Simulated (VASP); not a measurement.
# Zn6O (R-3) in VASP: a series of runs

The runs below take Zn6O through relaxation of cell and atoms, with PBE.

Program: VASP 6.6.1. These are calculated values, not measurements. Logs are shortened: lines on timing, memory, paths and dates and some standing lists are left out, and cuts for length are marked.

## 1. The cell of the first run

It takes space group R-3 (No. 148, trigonal). The conventional cell has a = 4.901 Å, b = 4.901 Å, c = 13.485 Å, α = 90.00°, β = 90.00°, γ = 120.00°. Zn (site symmetry 1) has 1 O at 1.79 Å within 2.4 Å. O (site symmetry -3) has 6 Zn at 1.79 Å within 2.4 Å.

The cell was generated, and may not be a known phase.

## 2. Relaxation of cell and atoms, PBE

Input file INCAR:

```
ALGO     = Normal         # electronic algorithm
EDIFF    = 1E-6           # SCF threshold, eV
EDIFFG   = -0.08          # ionic threshold
ENCUT    = 600            # plane-wave cutoff, eV
GGA      = PE             # functional
IBRION   = 2              # ionic algorithm
ISIF     = 3              # what is computed and relaxed
ISMEAR   = 0              # smearing method
LASPH    = T              # aspherical terms in the spheres
LCHARG   = F              # write CHGCAR
LREAL    = F              # projectors in reciprocal space
LWAVE    = F              # write WAVECAR
NELM     = 100            # most SCF steps
NSW      = 36             # ionic steps
PREC     = Accurate       # precision mode
SIGMA    = 0.2            # smearing width, eV
```

Input file KPOINTS:

```
k-points
0
Gamma
  4 4 4
```

Input file POSCAR:

```
Zn6O
1.0
    2.4502847800      1.4146725700      4.4949664200
   -2.4502847800      1.4146725700      4.4949664200
    0.0000000000     -2.8293451500      4.4949664200
Zn O
6 1
Direct
    0.3717887400      0.0843647100      0.7741449600
    0.0843647100      0.7741449600      0.3717887400
    0.2258550400      0.6282112600      0.9156352900
    0.9156352900      0.2258550400      0.6282112600
    0.6282112600      0.9156352900      0.2258550400
    0.7741449600      0.3717887400      0.0843647100
    0.0000000000      0.0000000000      0.0000000000
```

Potentials or basis: VASP PAW PBE potentials, release 64 (Zn, O).

Command:

```bash
$ cat potpaw_PBE.64/Zn/POTCAR potpaw_PBE.64/O/POTCAR > POTCAR
$ mpirun -np 1 vasp_std > vasp.out
```

OUTCAR:

```text
EDIFF = 1E-6
   EDIFFG = -0.08
   ENCUT = 600
   GGA = PE
   IBRION = 2
   ISIF = 3
   ISMEAR = 0
   LASPH = T
   LREAL = F
   NELM = 100
   NSW = 36
   PREC = Accurate

 ion  position               nearest neighbor table
   1  0.372  0.084  0.774-   7 1.79   3 2.54   4 2.54   2 2.54   6 2.54   5 2.86   5 2.88   6 2.94
                             2 2.94   4 2.96   3 2.96   2 3.03   6 3.03
   2  0.084  0.774  0.372-   7 1.79   3 2.54   5 2.54   1 2.54   6 2.54   4 2.86   4 2.88   1 2.94
                             6 2.94   5 2.96   3 2.96   6 3.03   1 3.03
   3  0.226  0.628  0.916-   7 1.79   1 2.54   2 2.54   5 2.54   4 2.54   6 2.86   6 2.88   5 2.94
                             4 2.94   2 2.96   1 2.96   4 3.03   5 3.03
   4  0.916  0.226  0.628-   7 1.79   6 2.54   1 2.54   5 2.54   3 2.54   2 2.86   2 2.88   5 2.94
                             3 2.94   1 2.96   6 2.96   3 3.03   5 3.03
   5  0.628  0.916  0.226-   7 1.79   6 2.54   2 2.54   4 2.54   3 2.54   1 2.86   1 2.88   3 2.94
                             4 2.94   2 2.96   6 2.96   4 3.03   3 3.03
   6  0.774  0.372  0.084-   7 1.79   5 2.54   4 2.54   1 2.54   2 2.54   3 2.86   3 2.88   1 2.94
                             2 2.94   4 2.96   5 2.96   2 3.03   1 3.03
   7  0.000  0.000  0.000-   1 1.79   5 1.79   4 1.79   2 1.79   3 1.79   6 1.79

  LATTYP: Found a trigonal (rhomboedric) cell.
 ALAT       =     5.3113008859
 COS(alpha) =     0.5743414997

  Lattice vectors:

 A1 = (   2.4502847800,   1.4146725700,   4.4949664200)
 A2 = (  -2.4502847800,   1.4146725700,   4.4949664200)
 A3 = (   0.0000000000,  -2.8293451500,   4.4949664200)

Analysis of symmetry for initial positions (statically):
=====================================================================
 Subroutine PRICEL returns:
 Original cell was already a primitive cell.

 Routine SETGRP: Setting up the symmetry group for a
 trigonal (rhombohedral) supercell.

 Subroutine GETGRP returns: Found  6 space group operations
 (whereof  6 operations were pure point group operations)
 out of a pool of 12 trial point group operations.

The static configuration has the point symmetry S_6 .

Analysis of symmetry for dynamics (positions and initial velocities):
=====================================================================
 Subroutine PRICEL returns:
 Original cell was already a primitive cell.

 Routine SETGRP: Setting up the symmetry group for a
 trigonal (rhombohedral) supercell.

 Subroutine GETGRP returns: Found  6 space group operations
 (whereof  6 operations were pure point group operations)
 out of a pool of 12 trial point group operations.

The dynamic configuration has the point symmetry S_6 .

 Subroutine INISYM returns: Found  6 space group operations
 (whereof  6 operations are pure point group operations),
 and found     1 'primitive' translations

----------------------------------------------------------------------------------------

                                     Primitive cell

  volume of cell :      93.4868

  direct lattice vectors                    reciprocal lattice vectors
     2.450284780  1.414672570  4.494966420     0.204057914  0.117812892  0.074157024
    -2.450284780  1.414672570  4.494966420    -0.204057914  0.117812892  0.074157024
     0.000000000 -2.829345150  4.494966420     0.000000000 -0.235625783  0.074157024

  length of vectors
     5.311300886  5.311300886  5.311300885     0.247019784  0.247019784  0.247019785

  position of ions in fractional coordinates (direct lattice)
     0.371788740  0.084364710  0.774144960
     0.084364710  0.774144960  0.371788740
     0.225855040  0.628211260  0.915635290
     0.915635290  0.225855040  0.628211260
     0.628211260  0.915635290  0.225855040
     0.774144960  0.371788740  0.084364710
     0.000000000  0.000000000  0.000000000

  ion indices of the primitive-cell ions
   primitive index   ion index
                 1           1
                 2           2
                 3           3
                 4           4
                 5           5
                 6           6
                 7           7

----------------------------------------------------------------------------------------

 KPOINTS: k-points

Automatic generation of k-mesh.
 Grid dimensions read from file:
 generate k-points for:    4    4    4

 Generating k-lattice:

  Cartesian coordinates                     Fractional coordinates (reciprocal lattice)
     0.051014478  0.029453223  0.018539256     0.250000000 -0.000000000  0.000000000
    -0.051014478  0.029453223  0.018539256    -0.000000000  0.250000000  0.000000000
     0.000000000 -0.058906446  0.018539256     0.000000000  0.000000000  0.250000000

  Length of vectors
     0.061754946  0.061754946  0.061754946

  Shift w.r.t. Gamma in fractional coordinates (k-lattice)
     0.000000000  0.000000000  0.000000000

 Subroutine IBZKPT returns following result:
 ===========================================

 Found     14 irreducible k-points:

 Following reciprocal coordinates:
            Coordinates               Weight
  0.000000  0.000000  0.000000      1.000000
  0.250000  0.000000 -0.000000      6.000000
  0.500000  0.000000 -0.000000      3.000000
  0.250000  0.250000 -0.000000      6.000000
  0.500000  0.250000 -0.000000      6.000000
  0.500000  0.000000 -0.250000      6.000000
 -0.250000  0.250000  0.000000      6.000000
  0.500000  0.500000 -0.000000      3.000000
  0.250000  0.250000  0.250000      2.000000
  0.500000  0.250000  0.250000      6.000000
 -0.250000  0.250000  0.250000      6.000000
  0.500000  0.500000  0.250000      6.000000
 -0.250000  0.500000  0.250000      6.000000
  0.500000  0.500000  0.500000      1.000000
   k-points           NKPTS =     14   k-points in BZ     NKDIM =     14   number of bands    NBANDS=     46
   number of dos      NEDOS =    301   number of ions     NIONS =      7
   total plane-waves  NPLWV =  74088
   dimension x,y,z NGX =    42 NGY =   42 NGZ =   42
   dimension x,y,z NGXF=    84 NGYF=   84 NGZF=   84
   ions per type =               6   1
   NGX,Y,Z   is equivalent  to a cutoff of  13.15, 13.15, 13.15 a.u.
   NGXF,Y,Z  is equivalent  to a cutoff of  26.29, 26.29, 26.29 a.u.
 SYSTEM =  unknown system
   PREC   = accura    normal or accurate (medium, high low for compatibility)
   ISTART =      0    job   : 0-new  1-cont  2-samecut
   ICHARG =      2    charge: 1-file 2-atom 10-const
   ISPIN  =      1    spin polarized calculation?
   LNONCOLLINEAR =      F non collinear calculations
   LSORBIT =      F    spin-orbit coupling
   LASPH  =      T    aspherical Exc in radial PAW
   ENCUT  =  600.0 eV  44.10 Ry    6.64 a.u.  10.61 10.61 10.61*2*pi/ulx,y,z
   NELM   =    100;   NELMIN=  2; NELMDL= -5     # of ELM steps
   EDIFF  = 0.1E-05   stopping-criterion for ELM
   LREAL  =      F    real-space projection
   EDIFFG = -.8E-01   stopping-criterion for IOM
   NSW    =     36    number of steps for IOM
   IBRION =      2    ionic relax: 0-MD 1-quasi-New 2-CG
   NFREE  =      1    steps in history (QN), initial steepest desc. (CG)
   ISIF   =      3    stress and relaxation
   ISYM   =      2    0-nonsym 1-usesym 2-fastsym
   POTIM  = 0.5000    time-step for ionic-motion
   TEBEG  =    0.0;   TEEND  =   0.0 temperature during run
   PSTRESS=    0.0 pullay stress
   NELECT =      78.0000    total number of electrons
   NUPDOWN=      -1.0000    fix difference up-down
   EMIN   =  10.00;   EMAX   =-10.00  energy-range for DOS
   EFERMI =   0.00;   METHOD = LEGACY
   ISMEAR =     0;   SIGMA  =   0.20  broadening in eV -4-tet -1-fermi 0-gaus
   EFERMI_NEDOS =   21; number of points for ismear=-14 and -15
   IALGO  =     38    algorithm
   IMIX   =      4    mixing-type and parameters
     AMIX     =   0.40;   BMIX     =  1.00
     AMIX_MAG =   1.60;   BMIX_MAG =  1.00
  volume/ion in A,a.u.               =      13.36        90.13
  Fermi-wavevector in a.u.,A,eV,Ry     =   1.541190  2.912428 32.317482  2.375268
  Thomas-Fermi vector in A             =   2.647171
   LORBIT       =      0    0 simple, 1 ext, 2 COOP (PROOUT), +10 PAW based schemes
   GGA     = PE    functional components
   LHFCALC =     F    Hartree Fock is set to
   AEXX    =    0.0000 exact exchange contribution
   IVDW    =     0    specifies the selected vdW correction
   LEPSILON=     F    determine dielectric tensor
   LRPA    =     F    only Hartree local field effects (RPA)
 conjugate gradient relaxation of ions
 non-spin polarized calculation
 Gauss-broadening in eV      SIGMA  =   0.20
  energy-cutoff  :      600.00
  volume of cell :       93.49
 maximum number of plane-waves:      3161
   NGX = 21   NGY = 21   NGZ = 21

--------------------------------------- Ionic step        1  -------------------------------------------

 number of electron      77.9999983 magnetization

 Free energy of the ion-electron system (eV)
  ---------------------------------------------------
  ext. energy  EPLUGINS =         0.00000000
  ---------------------------------------------------
  free energy    TOTEN  =        -6.91386317 eV

  energy without entropy =       -6.88552666  energy(sigma->0) =       -6.89969492

------------------------ aborting loop because EDIFF is reached ----------------------------------------

  FORCE on cell =-STRESS in cart. coord.  units (eV):
  Direction    XX          YY          ZZ          XY          YZ          ZX
  --------------------------------------------------------------------------------------
  -------------------------------------------------------------------------------------
  Total       22.6870170     22.6870168     19.3173479      0.0000002     -0.0000000      0.0000000
  in kB      388.8103165    388.8103143    331.0608959      0.0000027     -0.0000002      0.0000000
  external PRESSURE =     369.5605089 kB  Pullay stress =       0.0000000 kB
[... 28 lines left out ...]
--------------------------------------- Ionic step        2  -------------------------------------------

 number of electron      77.9999976 magnetization

 E-fermi :   0.9146     XC(G=0):  -9.7540

 val. band max:        0.9061770634   @ k =   0.2500   0.2500   0.2500
 cond. band min:       0.9291003160   @ k =   0.2500   0.2500   0.2500
 fundamental gap:      0.0229232526
 Fermi energy:         0.9146149459

 k-point     1 :       0.0000    0.0000    0.0000
  band No.  band energies     occupation
      1     -16.1892      2.00000
      2      -6.3882      2.00000
      3      -6.2862      2.00000
      4      -6.1790      2.00000
      5      -6.1790      2.00000
      6      -6.1564      2.00000
[... 750 lines left out ...]
  FREE ENERGIE OF THE ION-ELECTRON SYSTEM (eV)
  ---------------------------------------------------
  free  energy   TOTEN  =       -12.4534459960 eV

  energy  without entropy=      -12.4269646635  energy(sigma->0) =      -12.44020533

[... ionic steps 4 to 9 ...]

--------------------------------------- Ionic step       10  -------------------------------------------

 number of electron      78.0000018 magnetization

------------------------ aborting loop because EDIFF is reached ----------------------------------------
[... 77 lines left out ...]
--------------------------------------- Ionic step       12  -------------------------------------------

 number of electron      77.9999985 magnetization

 Free energy of the ion-electron system (eV)
  ---------------------------------------------------
  ext. energy  EPLUGINS =         0.00000000
  ---------------------------------------------------
  free energy    TOTEN  =       -13.10010765 eV

  energy without entropy =      -13.08273886  energy(sigma->0) =      -13.09142326

 E-fermi :   3.1121     XC(G=0): -11.4443

 val. band max:        2.7868378594   @ k =  -0.2500   0.2500   0.0000
 cond. band min:       3.1451518932   @ k =   0.2500   0.0000  -0.0000
 fundamental gap:      0.3583140338
 Fermi energy:         3.1121441122

 k-point     1 :       0.0000    0.0000    0.0000
  band No.  band energies     occupation
      1     -16.0220      2.00000
      2      -6.0623      2.00000
      3      -5.2237      2.00000
      4      -5.0069      2.00000
      5      -5.0069      2.00000
      6      -4.7224      2.00000
[... 709 lines left out ...]
  FREE ENERGIE OF THE ION-ELECTRON SYSTEM (eV)
  ---------------------------------------------------
  free  energy   TOTEN  =       -13.1001076538 eV

  energy  without entropy=      -13.0827388611  energy(sigma->0) =      -13.09142326

 reached required accuracy - stopping structural energy minimisation
```

Run time: 25 min. Hardware: 1 thread of AMD EPYC 7R13, shared host; peak memory 0.26 GiB.

Results:

```
Free energy                           : -13.1001 eV
Relaxed volume                        : 14.38 Å³/atom
Relaxed cell                          : a = 5.364 Å, b = 5.364 Å, c = 5.364 Å, α = 56.62°, β = 56.62°, γ = 56.62°
Space group after relaxing (to 0.1 Å) : R-3 (No. 148)
Energy gained by relaxing             : 883.7 meV/atom
Ionic steps                           : 12
Pressure after relaxing               : 0.5 GPa
Largest force after relaxing          : 0.075 eV/Å
Band gap on the k mesh                : zero (bands 39 and 40 overlap by 0.82 eV)
```

Forces on the atoms (eV/Å):
```
Zn   0.040 -0.013  0.062
Zn  -0.031 -0.029  0.062
Zn   0.009 -0.041 -0.062
Zn   0.031  0.029 -0.062
Zn  -0.040  0.013 -0.062
Zn  -0.009  0.041  0.062
O    0.000  0.000  0.000
```

Step by step:
```
step  energy change (eV)  largest force (eV/Å)  pressure (GPa)  volume (Å³)
   1              0.0000                7.3138           36.96        93.49
   2             -4.1069                0.4405          -11.32       141.65
   3             -5.5396                0.6132           -5.72       117.94
   4             -5.5434                0.6668           -5.46       117.37
   5             -5.5439                0.7593           -4.88       116.44
   6             -5.8824                0.6238           -2.92       109.59
   7             -6.0748                0.3917            2.04       100.43
   8             -6.1296                0.2691            0.57       101.54
   9             -6.1351                0.2976           -0.08       102.05
  10             -6.1623                0.1902           -0.48       102.20
  11             -6.1792                0.0816           -0.83       102.44
  12             -6.1862                0.0752            0.52       100.65
```

Final structure:
```
Zn O
1.0
     2.54422    1.46891    4.48842
    -2.54422    1.46891    4.48842
     0.00000   -2.93781    4.48842
Zn O
6 1
Direct
  0.44897 0.08314 0.73056
  0.08314 0.73056 0.44897
  0.26944 0.55103 0.91686
  0.91686 0.26944 0.55103
  0.55103 0.91686 0.26944
  0.73056 0.44897 0.08314
  0.00000 0.00000 0.00000
```

Caveat: the k points lie up to 0.38 Å⁻¹ apart in the final cell, too coarse for converged energies and pressures of a metal; the relaxation stopped at a loose force limit of 0.08 eV/Å, so its end isn't a converged minimum.

## 3. Relaxation of cell and atoms, PBE

This run uses another cell than the first one, of 14.38 Å³/atom.

Input file INCAR:

```
  PREC = Accurate
  ENCUT = 600
  EDIFF = 1E-6
  ISMEAR = 0
  SIGMA = 0.1
  LREAL = False
  LASPH = True
  NELM = 80
  ALGO = Fast
  ISIF = 3
  LWAVE = False
  LCHARG = False
  GGA = PE
  IBRION = 2
  NSW = 100
  EDIFFG = -0.01
```

Input file KPOINTS:

```
regular mesh
0
Gamma
  6 6 6
```

Input file POSCAR:

```
Zn6O
1.0
    2.5497449507      1.4720959337      4.4709058803
   -2.5497449507      1.4720959337      4.4709058803
    0.0000000000     -2.9441918673      4.4709058803
Zn O
6 1
Direct
    0.2673498109      0.9201593677      0.5499972155
    0.5499972155      0.2673498109      0.9201593677
    0.0798406323      0.4500027845      0.7326501891
    0.4500027845      0.7326501891      0.0798406323
    0.7326501891      0.0798406323      0.4500027845
    0.9201593677      0.5499972155      0.2673498109
    0.0000000000      0.0000000000      0.0000000000
```

Potentials or basis: VASP PAW PBE potentials, release 64 (Zn, O).

Command:

```bash
$ cat potpaw_PBE.64/Zn/POTCAR potpaw_PBE.64/O/POTCAR > POTCAR
$ mpirun -np 1 vasp_std > vasp.out
```

Run time: 12 min. Hardware: 1 thread of Oxide Virtual Turin-like, shared host; peak memory 0.4 GiB.

The run converged. Its results:

```yaml
Free_energy: -12.9573 eV
Relaxed_volume: 14.49 Å³/atom
Relaxed_cell: a = 5.365 Å, b = 5.365 Å, c = 5.365 Å, α = 56.92°, β = 56.92°, γ = 56.92°
Space_group_after_relaxing_to_0.1_Å: R-3 (No. 148)
Energy_gained_by_relaxing: 0.2 meV/atom
Ionic_steps: 2
Pressure_after_relaxing: 0.0 GPa
Band_gap_on_the_k_mesh: zero (bands 39 and 40 overlap by 0.68 eV)
```

Forces in eV/Å, atoms in the order of the input:
```
Zn   0.000  0.000  0.003
Zn   0.000  0.000  0.003
Zn   0.000  0.000 -0.003
Zn   0.000  0.000 -0.003
Zn   0.000  0.000 -0.003
Zn   0.000  0.000  0.003
O    0.000  0.000  0.000
```

Stress tensor (GPa, compression positive):
```
 0.02  0.00  0.00
 0.00  0.02  0.00
 0.00  0.00 -0.11
```

Step by step:
```csv
step,energy change (eV),largest force (eV/Å),pressure (GPa),volume (Å³)
1,0.0000,0.0228,0.56,100.69
2,-0.0013,0.0028,-0.02,101.43
```

Final structure:
```yaml
crystal:
  lattice:
    - [2.55653, 1.47601, 4.47984]
    - [-2.55653, 1.47601, 4.47984]
    - [0.00000, -2.95202, 4.47984]
  atoms:
    - { symbol: Zn, position: [0.26751, 0.92010, 0.54978] }
    - { symbol: Zn, position: [0.54978, 0.26751, 0.92010] }
    - { symbol: Zn, position: [0.07990, 0.45022, 0.73249] }
    - { symbol: Zn, position: [0.45022, 0.73249, 0.07990] }
    - { symbol: Zn, position: [0.73249, 0.07990, 0.45022] }
    - { symbol: Zn, position: [0.92010, 0.54978, 0.26751] }
    - { symbol: O, position: [0.00000, 0.00000, 0.00000] }
```

Levels at points of the mesh, in eV from the Fermi level:
| k point | band 35 | band 36 | band 37 | band 38 | band 39 | band 40 | band 41 | band 42 | band 43 | band 44 |
| --- | --- | --- | --- | --- | --- | --- | --- | --- | --- | --- |
| (0.00, 0.00, 0.00) | -4.44 | -1.85 | -0.85 | -0.85 | -0.71 | 0.35 | 0.35 | 0.92 | 1.02 | 1.55 |
| (0.50, 0.00, 0.00) | -4.89 | -3.34 | -2.13 | -1.48 | -1.47 | 0.44 | 1.12 | 1.24 | 3.62 | 4.32 |
| (0.50, 0.50, 0.00) | -5.21 | -3.92 | -2.72 | -1.26 | -1.18 | -0.64 | 3.89 | 4.41 | 4.47 | 4.83 |
| (0.50, 0.50, 0.50) | -5.07 | -3.24 | -1.44 | -1.44 | -0.92 | 0.97 | 0.97 | 1.75 | 3.28 | 3.28 |

Caveat: semilocal functionals underestimate gaps, and a narrow one can read as zero.

The gap in the log of VASP goes by the Fermi energy; the results here count the filled bands.